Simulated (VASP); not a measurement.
# Mg3TiB4 (Im-3m) in VASP: a series of runs, part 2 of 2

VASP 6.6.1. Earlier steps stand in the parts before.

### Step 3. Single point, PBE

This run uses another cell than the first one, of 12.28 Å³/atom.

The input, INCAR:

```
SYSTEM = Mg3TiB4
PREC = Accurate ; ENCUT = 520
EDIFF = 1E-6 ; ISMEAR = 0
SIGMA = 0.1 ; LREAL = .False.
LASPH = .True. ; NELM = 60
ALGO = Normal ; ISIF = 2
LWAVE = .False. ; LCHARG = .True.
GGA = PE ; LELF = .True.
LVHAR = .True. ; NBANDS = 25
```

The input, KPOINTS:

```
regular mesh
0
Gamma
  4 4 4
  0 0 0
```

The input, POSCAR:

```
Mg3TiB4
1.0
   -2.9069586100      2.9069586100      2.9069586100
    2.9069586100     -2.9069586100      2.9069586100
    2.9069586100      2.9069586100     -2.9069586100
Mg Ti B
3 1 4
Direct
    0.0000000000      0.5000000000      0.5000000000
    0.5000000000      0.0000000000      0.5000000000
    0.5000000000      0.5000000000      0.0000000000
    0.0000000000      0.0000000000      0.0000000000
    0.5000000000      0.0000000000      0.0000000000
    0.0000000000      0.5000000000      0.0000000000
    0.0000000000      0.0000000000      0.5000000000
    0.5000000000      0.5000000000      0.5000000000
```

Potentials or basis: VASP PAW PBE potentials, release 64 (Mg, Ti_sv, B).

Launch:

```bash
cat potpaw_PBE.64/Mg/POTCAR potpaw_PBE.64/Ti_sv/POTCAR potpaw_PBE.64/B/POTCAR > POTCAR
mpirun -np 1 vasp_std > vasp.out
```

OUTCAR:

```text
SYSTEM = Mg3TiB4
   PREC = Accurate
   ENCUT = 520
   EDIFF = 1E-6
   ISMEAR = 0
   LREAL = .False.
   LASPH = .True.
   NELM = 60
   ISIF = 2
   GGA = PE

 ion  position               nearest neighbor table
   1  0.000  0.500  0.500-   5 2.52   6 2.52   7 2.52   8 2.52   6 2.52   7 2.52   8 2.52   5 2.52
                             4 2.91   4 2.91   2 2.91   3 2.91   2 2.91   3 2.91
   2  0.500  0.000  0.500-   5 2.52   6 2.52   7 2.52   8 2.52   5 2.52   8 2.52   7 2.52   6 2.52
                             4 2.91   3 2.91   1 2.91   4 2.91   1 2.91   3 2.91
   3  0.500  0.500  0.000-   5 2.52   6 2.52   7 2.52   8 2.52   8 2.52   5 2.52   6 2.52   7 2.52
                             4 2.91   2 2.91   1 2.91   1 2.91   4 2.91   2 2.91
   4  0.000  0.000  0.000-   5 2.52   6 2.52   7 2.52   8 2.52   7 2.52   6 2.52   5 2.52   8 2.52
                             3 2.91   1 2.91   1 2.91   2 2.91   3 2.91   2 2.91
   5  0.500  0.000  0.000-   1 2.52   2 2.52   3 2.52   4 2.52   2 2.52   3 2.52   4 2.52   1 2.52

   6  0.000  0.500  0.000-   1 2.52   2 2.52   3 2.52   4 2.52   1 2.52   4 2.52   3 2.52   2 2.52

   7  0.000  0.000  0.500-   1 2.52   2 2.52   3 2.52   4 2.52   4 2.52   1 2.52   2 2.52   3 2.52

   8  0.500  0.500  0.500-   1 2.52   2 2.52   3 2.52   4 2.52   3 2.52   2 2.52   1 2.52   4 2.52

  LATTYP: Found a body centered cubic cell.
 ALAT       =     5.8139172200

  Lattice vectors:

 A1 = (  -2.9069586100,   2.9069586100,   2.9069586100)
 A2 = (   2.9069586100,  -2.9069586100,   2.9069586100)
 A3 = (   2.9069586100,   2.9069586100,  -2.9069586100)

Analysis of symmetry for initial positions (statically):
=====================================================================
 Subroutine PRICEL returns:
 Original cell was already a primitive cell.

 Routine SETGRP: Setting up the symmetry group for a
 body centered cubic supercell.

 Subroutine GETGRP returns: Found 48 space group operations
 (whereof 48 operations were pure point group operations)
 out of a pool of 48 trial point group operations.

The static configuration has the point symmetry O_h .

Analysis of symmetry for dynamics (positions and initial velocities):
=====================================================================
 Subroutine PRICEL returns:
 Original cell was already a primitive cell.

 Routine SETGRP: Setting up the symmetry group for a
 body centered cubic supercell.

 Subroutine GETGRP returns: Found 48 space group operations
 (whereof 48 operations were pure point group operations)
 out of a pool of 48 trial point group operations.

The dynamic configuration has the point symmetry O_h .

 Subroutine INISYM returns: Found 48 space group operations
 (whereof 48 operations are pure point group operations),
 and found     1 'primitive' translations

----------------------------------------------------------------------------------------

                                     Primitive cell

  volume of cell :      98.2599

  direct lattice vectors                    reciprocal lattice vectors
    -2.906958610  2.906958610  2.906958610     0.000000000  0.172001073  0.172001073
     2.906958610 -2.906958610  2.906958610     0.172001073  0.000000000  0.172001073
     2.906958610  2.906958610 -2.906958610     0.172001073  0.172001073  0.000000000

  length of vectors
[... 58 lines left out ...]
  0.500000  0.500000  0.500000      1.000000
   k-points           NKPTS =      8   k-points in BZ     NKDIM =      8   number of bands    NBANDS=     25
   number of dos      NEDOS =    301   number of ions     NIONS =      8
   total plane-waves  NPLWV =  64000
   dimension x,y,z NGX =    40 NGY =   40 NGZ =   40
   dimension x,y,z NGXF=    80 NGYF=   80 NGZF=   80
   ions per type =               3   1   4
   NGX,Y,Z   is equivalent  to a cutoff of  13.21, 13.21, 13.21 a.u.
   NGXF,Y,Z  is equivalent  to a cutoff of  26.41, 26.41, 26.41 a.u.
 SYSTEM =  Mg3TiB4
   PREC   = accura    normal or accurate (medium, high low for compatibility)
   ISTART =      0    job   : 0-new  1-cont  2-samecut
   ICHARG =      2    charge: 1-file 2-atom 10-const
   ISPIN  =      1    spin polarized calculation?
   LNONCOLLINEAR =      F non collinear calculations
   LSORBIT =      F    spin-orbit coupling
   LASPH  =      T    aspherical Exc in radial PAW
   ENCUT  =  520.0 eV  38.22 Ry    6.18 a.u.   9.36  9.36  9.36*2*pi/ulx,y,z
   NELM   =     60;   NELMIN=  2; NELMDL= -5     # of ELM steps
   EDIFF  = 0.1E-05   stopping-criterion for ELM
   LREAL  =      F    real-space projection
   EDIFFG = 0.1E-04   stopping-criterion for IOM
   NSW    =      0    number of steps for IOM
   IBRION =     -1    ionic relax: 0-MD 1-quasi-New 2-CG
   NFREE  =      0    steps in history (QN), initial steepest desc. (CG)
   ISIF   =      2    stress and relaxation
   ISYM   =      2    0-nonsym 1-usesym 2-fastsym
   POTIM  = 0.5000    time-step for ionic-motion
   TEBEG  =    0.0;   TEEND  =   0.0 temperature during run
   PSTRESS=    0.0 pullay stress
   NELECT =      30.0000    total number of electrons
   NUPDOWN=      -1.0000    fix difference up-down
   EMIN   =  10.00;   EMAX   =-10.00  energy-range for DOS
   EFERMI =   0.00;   METHOD = LEGACY
   ISMEAR =     0;   SIGMA  =   0.10  broadening in eV -4-tet -1-fermi 0-gaus
   EFERMI_NEDOS =   21; number of points for ismear=-14 and -15
   IALGO  =     38    algorithm
   IMIX   =      4    mixing-type and parameters
     AMIX     =   0.40;   BMIX     =  1.00
     AMIX_MAG =   1.60;   BMIX_MAG =  1.00
  volume/ion in A,a.u.               =      12.28        82.89
  Fermi-wavevector in a.u.,A,eV,Ry     =   1.102359  2.083157 16.533738  1.215195
  Thomas-Fermi vector in A             =   2.238801
   LORBIT       =      0    0 simple, 1 ext, 2 COOP (PROOUT), +10 PAW based schemes
   GGA     = PE    functional components
   LHFCALC =     F    Hartree Fock is set to
   AEXX    =    0.0000 exact exchange contribution
   IVDW    =     0    specifies the selected vdW correction
   LEPSILON=     F    determine dielectric tensor
   LRPA    =     F    only Hartree local field effects (RPA)
 non-spin polarized calculation
 Gauss-broadening in eV      SIGMA  =   0.10
  energy-cutoff  :      520.00
  volume of cell :       98.26
 maximum number of plane-waves:      2700
 NGX is ok and might be reduce to    40
   NGX = 19   NGY = 19   NGZ = 19

 number of electron      30.0000006 magnetization

 Free energy of the ion-electron system (eV)
  ---------------------------------------------------
  ext. energy  EPLUGINS =         0.00000000
  ---------------------------------------------------
  free energy    TOTEN  =       -34.79953749 eV

  energy without entropy =      -34.78191605  energy(sigma->0) =      -34.79072677

 E-fermi :   5.6597     XC(G=0): -10.6741

 val. band max:        5.6190847999   @ k =   0.2500   0.2500   0.2500
 cond. band min:       5.6730084513   @ k =   0.2500   0.0000   0.0000
 fundamental gap:      0.0539236514
 Fermi energy:         5.6597435382

 k-point     1 :       0.0000    0.0000    0.0000
  band No.  band energies     occupation
      1     -51.6106      2.00000
      2     -27.8652      2.00000
      3     -27.8652      2.00000
      4     -27.8652      2.00000
      5      -5.1805      2.00000
      6       0.1051      2.00000
[... 213 lines left out ...]
     24       9.8096      0.00000
     25       9.8096      0.00000

------------------------ aborting loop because EDIFF is reached ----------------------------------------

  FORCE on cell =-STRESS in cart. coord.  units (eV):
  Direction    XX          YY          ZZ          XY          YZ          ZX
  --------------------------------------------------------------------------------------
  -------------------------------------------------------------------------------------
  Total       -3.5154589     -3.5154589     -3.5154589      0.0000000      0.0000000     -0.0000000
  in kB      -57.3213060    -57.3213060    -57.3213060      0.0000000      0.0000000     -0.0000000
  external PRESSURE =     -57.3213060 kB  Pullay stress =       0.0000000 kB

 VOLUME and BASIS-vectors are now :
 -----------------------------------------------------------------------------
  energy-cutoff  :      520.00
  volume of cell :       98.26
      direct lattice vectors                 reciprocal lattice vectors
    -2.906958610  2.906958610  2.906958610     0.000000000  0.172001073  0.172001073
     2.906958610 -2.906958610  2.906958610     0.172001073  0.000000000  0.172001073
     2.906958610  2.906958610 -2.906958610     0.172001073  0.172001073  0.000000000

 POSITION                                       TOTAL-FORCE (eV/Angst)
 -----------------------------------------------------------------------------------
      2.90696      0.00000      0.00000        -0.000000      0.000000      0.000000
      0.00000      2.90696      0.00000         0.000000     -0.000000      0.000000
      0.00000      0.00000      2.90696         0.000000      0.000000     -0.000000
      0.00000      0.00000      0.00000         0.000000     -0.000000     -0.000000
     -1.45348      1.45348      1.45348        -0.000000      0.000000      0.000000
      1.45348     -1.45348      1.45348        -0.000000      0.000000     -0.000000
      1.45348      1.45348     -1.45348         0.000000     -0.000000     -0.000000
      1.45348      1.45348      1.45348        -0.000000     -0.000000     -0.000000
 -----------------------------------------------------------------------------------
    total drift:                                0.000000      0.000000      0.000000

  FREE ENERGIE OF THE ION-ELECTRON SYSTEM (eV)
  ---------------------------------------------------
  free  energy   TOTEN  =       -34.7995374924 eV

  energy  without entropy=      -34.7819160488  energy(sigma->0) =      -34.79072677
```

Run time: 75 s. Hardware: 1 thread of Intel Xeon 8259CL, shared host; peak memory 0.25 GiB.

Results:

```yaml
Free_energy: -34.7995 eV
Pressure: -5.7 GPa
Band_gap_on_the_k_mesh: zero (bands 15 and 16 overlap by 2.33 eV)
```

Caveat: the k points lie up to 0.38 Å⁻¹ apart, too coarse for converged energies and pressures of a metal.

### Step 4. Relaxation of cell and atoms, PBE

This run uses another cell than the first one, of 12.28 Å³/atom.

The input, INCAR:

```
SYSTEM = Mg3TiB4
  PREC = Accurate
  ENCUT = 600
  EDIFF = 1E-6
  ISMEAR = 0
  SIGMA = 0.1
  LREAL = .FALSE.
  LASPH = .TRUE.
  NELM = 60
  ALGO = Normal
  ISIF = 3
  LWAVE = .FALSE.
  LCHARG = .FALSE.
  GGA = PE
  IBRION = 2
  NSW = 90
  EDIFFG = -0.04
```

The input, KPOINTS:

```
regular mesh
0
G
  4 4 4
  0 0 0
```

POSCAR is that of step 3.

Potentials or basis: VASP PAW PBE potentials, release 64 (Mg, Ti_sv, B).

Launch:

```bash
cat potpaw_PBE.64/Mg/POTCAR potpaw_PBE.64/Ti_sv/POTCAR potpaw_PBE.64/B/POTCAR > POTCAR
mpirun -np 1 vasp_std > vasp.out
```

OUTCAR:

```text
SYSTEM = Mg3TiB4
   PREC = Accurate
   ENCUT = 600
   EDIFF = 1E-6
   ISMEAR = 0
   LREAL = .FALSE.
   LASPH = .TRUE.
   NELM = 60
   ISIF = 3
   GGA = PE
   IBRION = 2
   NSW = 90
   EDIFFG = -0.04

 ion  position               nearest neighbor table
   1  0.000  0.500  0.500-   5 2.52   6 2.52   7 2.52   8 2.52   6 2.52   7 2.52   8 2.52   5 2.52
                             4 2.91   4 2.91   2 2.91   3 2.91   2 2.91   3 2.91
   2  0.500  0.000  0.500-   5 2.52   6 2.52   7 2.52   8 2.52   5 2.52   8 2.52   7 2.52   6 2.52
                             4 2.91   3 2.91   1 2.91   4 2.91   1 2.91   3 2.91
   3  0.500  0.500  0.000-   5 2.52   6 2.52   7 2.52   8 2.52   8 2.52   5 2.52   6 2.52   7 2.52
                             4 2.91   2 2.91   1 2.91   1 2.91   4 2.91   2 2.91
   4  0.000  0.000  0.000-   5 2.52   6 2.52   7 2.52   8 2.52   7 2.52   6 2.52   5 2.52   8 2.52
                             3 2.91   1 2.91   1 2.91   2 2.91   3 2.91   2 2.91
   5  0.500  0.000  0.000-   1 2.52   2 2.52   3 2.52   4 2.52   2 2.52   3 2.52   4 2.52   1 2.52

   6  0.000  0.500  0.000-   1 2.52   2 2.52   3 2.52   4 2.52   1 2.52   4 2.52   3 2.52   2 2.52

   7  0.000  0.000  0.500-   1 2.52   2 2.52   3 2.52   4 2.52   4 2.52   1 2.52   2 2.52   3 2.52

   8  0.500  0.500  0.500-   1 2.52   2 2.52   3 2.52   4 2.52   3 2.52   2 2.52   1 2.52   4 2.52

  LATTYP: Found a body centered cubic cell.
 ALAT       =     5.8139172200

  Lattice vectors:
[... 166 lines left out ...]

 number of electron      30.0000006 magnetization

 Free energy of the ion-electron system (eV)
  ---------------------------------------------------
  ext. energy  EPLUGINS =         0.00000000
  ---------------------------------------------------
  free energy    TOTEN  =       -34.80215892 eV

  energy without entropy =      -34.78453138  energy(sigma->0) =      -34.79334515

------------------------ aborting loop because EDIFF is reached ----------------------------------------

  FORCE on cell =-STRESS in cart. coord.  units (eV):
  Direction    XX          YY          ZZ          XY          YZ          ZX
  --------------------------------------------------------------------------------------
  -------------------------------------------------------------------------------------
  Total       -3.5241168     -3.5241168     -3.5241168     -0.0000000     -0.0000000     -0.0000000
  in kB      -57.4624762    -57.4624762    -57.4624762     -0.0000000     -0.0000000     -0.0000000
  external PRESSURE =     -57.4624762 kB  Pullay stress =       0.0000000 kB
[... 71 lines left out ...]
--------------------------------------- Ionic step        3  -------------------------------------------

 number of electron      29.9999996 magnetization

 Free energy of the ion-electron system (eV)
  ---------------------------------------------------
  ext. energy  EPLUGINS =         0.00000000
  ---------------------------------------------------
  free energy    TOTEN  =       -34.90523770 eV

  energy without entropy =      -34.88273885  energy(sigma->0) =      -34.89398827

 E-fermi :   6.1726     XC(G=0): -10.9061

 val. band max:        6.1681358087   @ k =   0.2500   0.0000   0.0000
 cond. band min:       6.1986019597   @ k =   0.2500   0.2500   0.2500
 fundamental gap:      0.0304661511
 Fermi energy:         6.1725867754

 k-point     1 :       0.0000    0.0000    0.0000
  band No.  band energies     occupation
      1     -50.9670      2.00000
      2     -27.2401      2.00000
      3     -27.2401      2.00000
      4     -27.2401      2.00000
      5      -5.0551      2.00000
      6       0.4772      2.00000
[... 208 lines left out ...]
  FREE ENERGIE OF THE ION-ELECTRON SYSTEM (eV)
  ---------------------------------------------------
  free  energy   TOTEN  =       -34.9052377021 eV

  energy  without entropy=      -34.8827388459  energy(sigma->0) =      -34.89398827

 reached required accuracy - stopping structural energy minimisation
```

OSZICAR:

```text
N       E                     dE             d eps       ncg     rms          rms(c)
DAV:   1     0.192547180651E+03    0.19255E+03   -0.13898E+04   320   0.153E+03
DAV:   2    -0.171080948128E+02   -0.20966E+03   -0.20377E+03   340   0.347E+02
DAV:   3    -0.382173471544E+02   -0.21109E+02   -0.19943E+02   540   0.917E+01
[... 32 lines left out ...]
DAV:   4    -0.349051321972E+02    0.15787E-03   -0.29752E-03   424   0.396E-01    0.240E-02
DAV:   5    -0.349051885612E+02   -0.56364E-04   -0.41097E-04   504   0.109E-01    0.347E-02
DAV:   6    -0.349052121090E+02   -0.23548E-04   -0.32233E-05   360   0.343E-02    0.255E-02
DAV:   7    -0.349052368659E+02   -0.24757E-04   -0.81431E-05   464   0.377E-02    0.159E-02
DAV:   8    -0.349052377021E+02   -0.83614E-06   -0.55989E-06   348   0.191E-02
   3 F= -.34905238E+02 E0= -.34893988E+02  d E =-.103079E+00
```

CONTCAR:

```text
Mg3TiB4
   1.00000000000000
    -2.8514278284812535    2.8514278284812535    2.8514278284812535
     2.8514278284812535   -2.8514278284812535    2.8514278284812535
     2.8514278284812535    2.8514278284812535   -2.8514278284812535
  Mg              Ti              B
     3     1     4
Direct
     0.0000000000000000    0.5000000000000000    0.5000000000000000
     0.5000000000000000    0.0000000000000000    0.5000000000000000
     0.5000000000000000    0.5000000000000000    0.0000000000000000
     0.0000000000000000    0.0000000000000000    0.0000000000000000
     0.5000000000000000    0.0000000000000000    0.0000000000000000
     0.0000000000000000    0.5000000000000000    0.0000000000000000
     0.0000000000000000    0.0000000000000000    0.5000000000000000
     0.5000000000000000    0.5000000000000000    0.5000000000000000

  0.00000000E+00  0.00000000E+00  0.00000000E+00
  0.00000000E+00  0.00000000E+00  0.00000000E+00
  0.00000000E+00  0.00000000E+00  0.00000000E+00
  0.00000000E+00  0.00000000E+00  0.00000000E+00
  0.00000000E+00  0.00000000E+00  0.00000000E+00
  0.00000000E+00  0.00000000E+00  0.00000000E+00
  0.00000000E+00  0.00000000E+00  0.00000000E+00
  0.00000000E+00  0.00000000E+00  0.00000000E+00
```

Run time: 2.8 min. Hardware: 1 thread of Intel Xeon 8259CL, shared host; peak memory 0.26 GiB.

What came out:

```
Free energy                           : -34.9052 eV
Relaxed volume                        : 11.59 Å³/atom
Relaxed cell                          : a = 4.939 Å, b = 4.939 Å, c = 4.939 Å, α = 109.47°, β = 109.47°, γ = 109.47°
Space group after relaxing (to 0.1 Å) : Im-3m (No. 229)
Energy gained by relaxing             : 12.9 meV/atom
Ionic steps                           : 3
Pressure after relaxing               : 0.0 GPa
Band gap on the k mesh                : zero (bands 15 and 16 overlap by 2.50 eV)
```

Step by step:
```csv
step,energy change (eV),largest force (eV/Å),pressure (GPa),volume (Å³)
1,0.0000,0.0000,-5.75,98.26
2,-0.1017,0.0000,0.74,92.13
3,-0.1031,0.0000,0.02,92.74
```

Final structure:
```cif
data_structure
_symmetry_space_group_name_H-M 'P 1'
_symmetry_Int_Tables_number 1
_cell_length_a 4.9388
_cell_length_b 4.9388
_cell_length_c 4.9388
_cell_angle_alpha 109.471
_cell_angle_beta 109.471
_cell_angle_gamma 109.471
_cell_volume 92.74
loop_
_atom_site_label
_atom_site_type_symbol
_atom_site_fract_x
_atom_site_fract_y
_atom_site_fract_z
_atom_site_occupancy
Mg1 Mg 0.00000 0.50000 0.50000 1
Mg2 Mg 0.50000 0.00000 0.50000 1
Mg3 Mg 0.50000 0.50000 0.00000 1
Ti1 Ti 0.00000 0.00000 0.00000 1
B1 B 0.50000 0.00000 0.00000 1
B2 B 0.00000 0.50000 0.00000 1
B3 B 0.00000 0.00000 0.50000 1
B4 B 0.50000 0.50000 0.50000 1
```

Caveat: the k points lie up to 0.39 Å⁻¹ apart in the final cell, too coarse for converged energies and pressures of a metal.

### Step 5. Summary

```csv
task,cell,cutoff (eV),gap on the mesh (eV),pressure (GPa)
single point,"a = 4.939 Å, angles 109.5°, 8 atoms",520,none,0.0
single point,"a = 5.035 Å, angles 109.5°, 8 atoms",520,none,-5.7
relaxation of cell and atoms,"relaxed from a = 5.035 Å, angles 109.5°, 8 atoms",600,none,0.0
```

Alike in all rows: level PBE; potentials or basis VASP PAW PBE potentials, release 64 (Mg, Ti_sv, B); no spin polarisation; k mesh 4 × 4 × 4; smearing gaussian 0.1 eV.

Caveats: all runs use coarse meshes.

Absolute energies hang on the potentials; compare differences alone.

The gap in the log of VASP goes by the Fermi energy; the results here count the filled bands.